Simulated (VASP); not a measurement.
# Bi (P6_3/mmc) in VASP: single point with PBE

Aim: the single point of Bi with PBE.

All numbers are computed with VASP 6.6.1; they aren't measurements. Logs are shortened: lines on timing, memory, paths and dates and some standing lists are left out, and cuts for length are marked.

### Step 1. The cell of the first run

It takes space group P6_3/mmc (No. 194, hexagonal). The conventional cell has a = 3.844 Å, b = 3.844 Å, c = 6.040 Å, α = 90.00°, β = 90.00°, γ = 120.00°. Within 4.9 Å of Bi (site symmetry -6m2) lie 12 Bi at 3.75 to 3.84 Å.

This isn't the form of Bi at room conditions, which is rhombohedral.

### Step 2. Single point, PBE

The input, INCAR:

```
PREC     = Accurate       # precision mode
ENCUT    = 520            # plane-wave cutoff, eV
EDIFF    = 1E-6           # SCF threshold, eV
ISMEAR   = 0              # smearing method
SIGMA    = 0.0404         # smearing width, eV
LREAL    = F              # projectors in reciprocal space
LASPH    = T              # aspherical terms in the spheres
NELM     = 60             # most SCF steps
ALGO     = Normal         # electronic algorithm
ISIF     = 2              # what is computed and relaxed
LWAVE    = F              # write WAVECAR
LCHARG   = T              # write CHGCAR
GGA      = PE             # functional
LELF     = T              # ELF
LVHAR    = T            
NBANDS   = 22             # bands
```

The input, KPOINTS:

```
Automatic mesh
0
Gamma
  10 10 6
```

The input, POSCAR:

```
Bi
1.0
    1.9220910000      3.3291580000      0.0000000000
   -1.9220910000      3.3291580000      0.0000000000
    0.0000000000      0.0000000000      6.0397740000
Bi
2
Direct
    0.3333300000      0.3333400000      0.2500000000
    0.6666600000      0.6666700000      0.7500000000
```

Potentials or basis: VASP PAW PBE potentials, release 64 (Bi_d).

On the command line:

```console
$ cat potpaw_PBE.64/Bi_d/POTCAR > POTCAR
$ mpirun -np 1 vasp_std > vasp.out
```

OUTCAR:

```text
PREC = Accurate
   ENCUT = 520
   EDIFF = 1E-6
   ISMEAR = 0
   LREAL = F
   LASPH = T
   NELM = 60
   ISIF = 2
   GGA = PE

 ion  position               nearest neighbor table
   1  0.333  0.333  0.250-   2 3.75   2 3.75   2 3.75   2 3.75   2 3.75   2 3.75
   2  0.667  0.667  0.750-   1 3.75   1 3.75   1 3.75   1 3.75   1 3.75   1 3.75

  LATTYP: Found a hexagonal cell.
 ALAT       =     3.8441809012
 C/A-ratio  =     1.5711471846

  Lattice vectors:

 A1 = (   1.9220910000,  -3.3291580000,   0.0000000000)
 A2 = (   1.9220910000,   3.3291580000,   0.0000000000)
 A3 = (   0.0000000000,   0.0000000000,   6.0397740000)

Analysis of symmetry for initial positions (statically):
=====================================================================
 Subroutine PRICEL returns:
 Original cell was already a primitive cell.

 Routine SETGRP: Setting up the symmetry group for a
 hexagonal supercell.

 Subroutine GETGRP returns: Found  8 space group operations
 (whereof  2 operations were pure point group operations)
 out of a pool of 24 trial point group operations.

The static configuration has the point symmetry C_2 .
 The point group associated with its full space group is D_2h.

Analysis of symmetry for dynamics (positions and initial velocities):
=====================================================================
 Subroutine PRICEL returns:
 Original cell was already a primitive cell.

 Routine SETGRP: Setting up the symmetry group for a
 hexagonal supercell.

 Subroutine GETGRP returns: Found  8 space group operations
 (whereof  2 operations were pure point group operations)
 out of a pool of 24 trial point group operations.

The dynamic configuration has the point symmetry C_2 .
 The point group associated with its full space group is D_2h.

 Subroutine INISYM returns: Found  8 space group operations
 (whereof  2 operations are pure point group operations),
 and found     1 'primitive' translations

----------------------------------------------------------------------------------------

                                     Primitive cell

  volume of cell :      77.2964

  direct lattice vectors                    reciprocal lattice vectors
     1.922091000  3.329158000  0.000000000     0.260133365  0.150188126  0.000000000
    -1.922091000  3.329158000  0.000000000    -0.260133365  0.150188126  0.000000000
     0.000000000  0.000000000  6.039774000     0.000000000  0.000000000  0.165569109

  length of vectors
     3.844180901  3.844180901  6.039774000     0.300376165  0.300376165  0.165569109

  position of ions in fractional coordinates (direct lattice)
     0.333330000  0.333340000  0.250000000
     0.666660000  0.666670000  0.750000000

  ion indices of the primitive-cell ions
   primitive index   ion index
                 1           1
                 2           2

----------------------------------------------------------------------------------------

 KPOINTS: Automatic mesh

Automatic generation of k-mesh.
 Grid dimensions read from file:
 generate k-points for:   10   10    6

 Generating k-lattice:

  Cartesian coordinates                     Fractional coordinates (reciprocal lattice)
     0.026013337  0.015018813  0.000000000     0.100000000 -0.000000000  0.000000000
    -0.026013337  0.015018813  0.000000000    -0.000000000  0.100000000  0.000000000
     0.000000000  0.000000000  0.027594852     0.000000000  0.000000000  0.166666667

  Length of vectors
     0.030037617  0.030037617  0.027594852

  Shift w.r.t. Gamma in fractional coordinates (k-lattice)
     0.000000000  0.000000000  0.000000000

 Subroutine IBZKPT returns following result:
 ===========================================

 Found    124 irreducible k-points:

 Following reciprocal coordinates:
            Coordinates               Weight
  0.000000  0.000000  0.000000      1.000000
  0.100000 -0.000000  0.000000      4.000000
  0.100000  0.100000  0.000000      2.000000
  0.200000 -0.000000  0.000000      4.000000
  0.200000  0.200000  0.000000      2.000000
  0.300000 -0.000000  0.000000      4.000000
[... 16 lines left out ...]
  0.400000  0.200000  0.000000      4.000000
 -0.200000  0.200000  0.000000      2.000000
 [... further k-points ...]
   k-points           NKPTS =    124   k-points in BZ     NKDIM =    124   number of bands    NBANDS=     22
   number of dos      NEDOS =    301   number of ions     NIONS =      2
   total plane-waves  NPLWV =  43200
   dimension x,y,z NGX =    30 NGY =   30 NGZ =   48
   dimension x,y,z NGXF=    60 NGYF=   60 NGZF=   96
   ions per type =               2
   NGX,Y,Z   is equivalent  to a cutoff of  12.97, 12.97, 13.21 a.u.
   NGXF,Y,Z  is equivalent  to a cutoff of  25.95, 25.95, 26.42 a.u.
 SYSTEM =  unknown system
   PREC   = accura    normal or accurate (medium, high low for compatibility)
   ISTART =      0    job   : 0-new  1-cont  2-samecut
   ICHARG =      2    charge: 1-file 2-atom 10-const
   ISPIN  =      1    spin polarized calculation?
   LNONCOLLINEAR =      F non collinear calculations
   LSORBIT =      F    spin-orbit coupling
   LASPH  =      T    aspherical Exc in radial PAW
   ENCUT  =  520.0 eV  38.22 Ry    6.18 a.u.   7.15  7.15 11.23*2*pi/ulx,y,z
   NELM   =     60;   NELMIN=  2; NELMDL= -5     # of ELM steps
   EDIFF  = 0.1E-05   stopping-criterion for ELM
   LREAL  =      F    real-space projection
   EDIFFG = 0.1E-04   stopping-criterion for IOM
   NSW    =      0    number of steps for IOM
   IBRION =     -1    ionic relax: 0-MD 1-quasi-New 2-CG
   NFREE  =      0    steps in history (QN), initial steepest desc. (CG)
   ISIF   =      2    stress and relaxation
   ISYM   =      2    0-nonsym 1-usesym 2-fastsym
   POTIM  = 0.5000    time-step for ionic-motion
   TEBEG  =    0.0;   TEEND  =   0.0 temperature during run
   PSTRESS=    0.0 pullay stress
   NELECT =      30.0000    total number of electrons
   NUPDOWN=      -1.0000    fix difference up-down
   EMIN   =  10.00;   EMAX   =-10.00  energy-range for DOS
   EFERMI =   0.00;   METHOD = LEGACY
   ISMEAR =     0;   SIGMA  =   0.04  broadening in eV -4-tet -1-fermi 0-gaus
   EFERMI_NEDOS =   21; number of points for ismear=-14 and -15
   IALGO  =     38    algorithm
   IMIX   =      4    mixing-type and parameters
     AMIX     =   0.40;   BMIX     =  1.00
     AMIX_MAG =   1.60;   BMIX_MAG =  1.00
  volume/ion in A,a.u.               =      38.65       260.81
  Fermi-wavevector in a.u.,A,eV,Ry     =   1.194159  2.256634 19.402129  1.426016
  Thomas-Fermi vector in A             =   2.330156
   LORBIT       =      0    0 simple, 1 ext, 2 COOP (PROOUT), +10 PAW based schemes
   GGA     = PE    functional components
   LHFCALC =     F    Hartree Fock is set to
   AEXX    =    0.0000 exact exchange contribution
   IVDW    =     0    specifies the selected vdW correction
   LEPSILON=     F    determine dielectric tensor
   LRPA    =     F    only Hartree local field effects (RPA)
 non-spin polarized calculation
 Gauss-broadening in eV      SIGMA  =   0.04
  energy-cutoff  :      520.00
  volume of cell :       77.30
 maximum number of plane-waves:      2104
 NGX is ok and might be reduce to    30
   NGX = 15   NGY = 15   NGZ = 23

 number of electron      30.0000004 magnetization

 Free energy of the ion-electron system (eV)
  ---------------------------------------------------
  ext. energy  EPLUGINS =         0.00000000
  ---------------------------------------------------
  free energy    TOTEN  =        -7.14129707 eV

  energy without entropy =       -7.13966705  energy(sigma->0) =       -7.14048206

 E-fermi :   5.5483     XC(G=0):  -9.3026

 val. band max:        5.5458056140   @ k =  -0.1000   0.1000   0.3333
 cond. band min:       5.5740890385   @ k =   0.2000   0.1000   0.0000
 fundamental gap:      0.0282834245
 Fermi energy:         5.5482888396

 k-point     1 :       0.0000    0.0000    0.0000
  band No.  band energies     occupation
      1     -17.4615      2.00000
      2     -17.4605      2.00000
      3     -17.4605      2.00000
      4     -17.4578      2.00000
      5     -17.4567      2.00000
      6     -17.4567      2.00000
[... 14 lines left out ...]
     21      14.4581      0.00000
     22      14.7883      0.00000

 k-point     2 :       0.1000   -0.0000    0.0000
  band No.  band energies     occupation
      1     -17.4671      2.00000
      2     -17.4603      2.00000
      3     -17.4561      2.00000
      4     -17.4558      2.00000
      5     -17.4557      2.00000
      6     -17.4545      2.00000
[... 14 lines left out ...]
     21      13.5643      0.00000
     22      14.9698      0.00000

 k-point     3 :       0.1000    0.1000    0.0000
  band No.  band energies     occupation
      1     -17.4671      2.00000
      2     -17.4603      2.00000
      3     -17.4561      2.00000
      4     -17.4558      2.00000
      5     -17.4557      2.00000
      6     -17.4545      2.00000
[... 14 lines left out ...]
     21      13.5643      0.00000
     22      14.9762      0.00000

 k-point     4 :       0.2000   -0.0000    0.0000
  band No.  band energies     occupation
      1     -17.4756      2.00000
      2     -17.4607      2.00000
      3     -17.4600      2.00000
      4     -17.4581      2.00000
      5     -17.4490      2.00000
      6     -17.4431      2.00000
[... 14 lines left out ...]
     21      13.5936      0.00000
     22      14.3565      0.00000

 k-point     5 :       0.2000    0.2000    0.0000
  band No.  band energies     occupation
      1     -17.4756      2.00000
      2     -17.4607      2.00000
      3     -17.4600      2.00000
      4     -17.4581      2.00000
      5     -17.4490      2.00000
      6     -17.4431      2.00000
[... 417 lines left out ...]
 k-point    22 :      -0.1000    0.4000    0.0000
  band No.  band energies     occupation
      1     -17.4866      2.00000
      2     -17.4786      2.00000
      3     -17.4636      2.00000
      4     -17.4535      2.00000
      5     -17.4330      2.00000
      6     -17.4307      2.00000
[... 14 lines left out ...]
     21      13.5890      0.00000
     22      15.1911      0.00000

 k-point    23 :       0.4000    0.2000    0.0000
  band No.  band energies     occupation
      1     -17.4754      2.00000
      2     -17.4665      2.00000
      3     -17.4653      2.00000
      4     -17.4596      2.00000
      5     -17.4363      2.00000
      6     -17.4310      2.00000
[... 14 lines left out ...]
     21      13.6104      0.00000
     22      15.0684      0.00000

 k-point    24 :      -0.2000    0.2000    0.0000
  band No.  band energies     occupation
      1     -17.4754      2.00000
      2     -17.4665      2.00000
      3     -17.4653      2.00000
      4     -17.4596      2.00000
      5     -17.4363      2.00000
      6     -17.4310      2.00000
[... 14 lines left out ...]
     21      13.6105      0.00000
     22      15.0684      0.00000

 [... further k-points ...]

------------------------ aborting loop because EDIFF is reached ----------------------------------------

  FORCE on cell =-STRESS in cart. coord.  units (eV):
  Direction    XX          YY          ZZ          XY          YZ          ZX
  --------------------------------------------------------------------------------------
  -------------------------------------------------------------------------------------
  Total       -3.5084208     -3.5084549     -2.6405058     -0.0000000      0.0000000      0.0000000
  in kB      -72.7215666    -72.7222725    -54.7316674     -0.0000000      0.0000000      0.0000000
  external PRESSURE =     -66.7251688 kB  Pullay stress =       0.0000000 kB

 VOLUME and BASIS-vectors are now :
 -----------------------------------------------------------------------------
  energy-cutoff  :      520.00
  volume of cell :       77.30
      direct lattice vectors                 reciprocal lattice vectors
     1.922091000  3.329158000  0.000000000     0.260133365  0.150188126  0.000000000
    -1.922091000  3.329158000  0.000000000    -0.260133365  0.150188126  0.000000000
     0.000000000  0.000000000  6.039774000     0.000000000  0.000000000  0.165569109

 POSITION                                       TOTAL-FORCE (eV/Angst)
 -----------------------------------------------------------------------------------
     -0.00002      2.21945      1.50994         0.000000      0.000002     -0.000000
     -0.00002      4.43887      4.52983         0.000000     -0.000002      0.000000
 -----------------------------------------------------------------------------------
    total drift:                                0.000000     -0.000000     -0.000000

  FREE ENERGIE OF THE ION-ELECTRON SYSTEM (eV)
  ---------------------------------------------------
  free  energy   TOTEN  =        -7.1412970701 eV

  energy  without entropy=       -7.1396670511  energy(sigma->0) =       -7.14048206
```

Wall time 4.3 min (1 thread of AMD EPYC, shared host); peak memory 0.27 GiB.

Results:

```yaml
Free_energy: -7.1413 eV
Pressure: -6.7 GPa
Band_gap_on_the_k_mesh: zero (bands 15 and 16 overlap by 4.63 eV)
```

Levels at points of the mesh, in eV from the Fermi level:
```
           k point  band 12  band 13  band 14  band 15  band 16  band 17  band 18  band 19
(0.00, 0.00, 0.00)   -10.27    -4.07     2.19     2.19     3.42     3.42     4.01     5.70
(0.50, 0.00, 0.00)    -9.84    -3.49    -2.20    -1.52     0.10     0.33     2.53     4.52
(0.50, 0.50, 0.00)    -9.84    -3.49    -2.20    -1.52     0.10     0.33     2.53     4.52
(0.00, 0.00, 0.50)   -11.52    -0.87    -0.87     2.78     2.78     2.78     2.78     6.66
(0.50, 0.00, 0.50)   -10.18    -3.77    -3.77     1.07     1.07     1.24     1.24     5.32
(0.50, 0.50, 0.50)   -10.18    -3.77    -3.77     1.07     1.07     1.24     1.24     5.32
```

Caveat: the cell stands under tension; spin-orbit coupling is left out, which moves the levels of the heavy elements.

The gap in the log of VASP goes by the Fermi energy; the results here count the filled bands.